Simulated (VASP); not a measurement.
Set up this calculation in VASP 6.6.1, as the native input.

* Task: single point
* Functional: PBE
* Potentials or basis: VASP PAW PBE potentials, release 64 (Sc_sv, Sb, Te)
* Cutoff: 520 eV
* k mesh: 4 × 4 × 4
* Occupations: gaussian, width 0.1 eV
* Spin: no spin polarisation
* Dipole correction: no
* Further INCAR settings: ALGO = Normal; EDIFF = 1e-07; NBANDS = 25

The structure of ScSbTe3 lies in POSCAR:

```
ScSbTe3
1.0
    5.6839149172      0.0000000000      0.0000000000
    0.0000000000      5.6839149172      0.0000000000
    0.0000000000      0.0000000000      5.6839149172
Sc Sb Te
1 1 3
Direct
    0.0000000000      0.0000000000      0.0000000000
    0.5000000000      0.5000000000      0.5000000000
    0.0000000000      0.5000000000      0.5000000000
    0.5000000000      0.0000000000      0.5000000000
    0.5000000000      0.5000000000      0.0000000000
```

The cell was generated, and may not be a known phase.

These files were run (other wordings do the same):

INCAR

```
PREC = Accurate ; ENCUT = 520
EDIFF = 1E-7 ; ISMEAR = 0
SIGMA = 0.1 ; LREAL = F
LASPH = T ; NELM = 100
ALGO = Normal ; ISIF = 2
LWAVE = F ; LCHARG = F
GGA = PE ; NBANDS = 25
```

KPOINTS

```
regular mesh
0
Gamma
  4 4 4
```

Potentials or basis: VASP PAW PBE potentials, release 64 (Sc_sv, Sb, Te).

Command:

```sh
$ cat potpaw_PBE.64/Sc_sv/POTCAR potpaw_PBE.64/Sb/POTCAR potpaw_PBE.64/Te/POTCAR > POTCAR
$ mpirun -np 1 vasp_std > vasp.out
```

Results of the run:

The pressure is -0.1 GPa and the band gap on the k mesh is zero (bands 17 and 18 overlap by 0.18 eV).

Caveat: semilocal functionals underestimate gaps, and a narrow one can read as zero; spin-orbit coupling is left out, which moves the levels of the heavy elements.

Run time: 100 s on 1 thread of AMD EPYC 7R43 64-Core Processor (Zen 3), with other jobs on the host, peak memory 0.24 GiB.
